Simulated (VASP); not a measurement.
Here is a VASP 6.6.1 calculation.

File INCAR:

```
PREC = Accurate
ENCUT = 500
EDIFF = 1E-6
ISMEAR = 0
SIGMA = 0.1
LREAL = F
LASPH = T
NELM = 120
ALGO = Normal
ISIF = 2
LWAVE = F
LCHARG = F
GGA = PE
IVDW = 12
NBANDS = 18
GGA_COMPAT = F
```

The input KPOINTS:

```
Automatic mesh
0
Gamma
  12 12 8
```

File POSCAR:

```
Te2Pt
1.0
    4.0100000000      0.0000000000      0.0000000000
   -2.0050000000      3.4727618692      0.0000000000
    0.0000000000      0.0000000000      5.2010000000
Te Pt
2 1
Direct
    0.3333333333      0.6666666667      0.2500000000
    0.6666666667      0.3333333333      0.7500000000
    0.0000000000      0.0000000000      0.0000000000
```

Potentials or basis: VASP PAW PBE potentials, release 64 (Te, Pt).

Run with:

```console
$ cat potpaw_PBE.64/Te/POTCAR potpaw_PBE.64/Pt/POTCAR > POTCAR
$ mpirun -np 1 vasp_std > vasp.out
```

Question: Predict the largest force.

Answer: 1.033 eV/Å.

Question: What does it give for the dispersion energy per atom?

Answer: -0.564 eV.

Forces on the atoms (eV/Å):
```
Te   0.000  0.000  1.033
Te   0.000  0.000 -1.033
Pt   0.000  0.000  0.000
```

Caveat: forces of over 1 eV/Å act on the atoms, so gaps and moduli don't describe the material at rest.
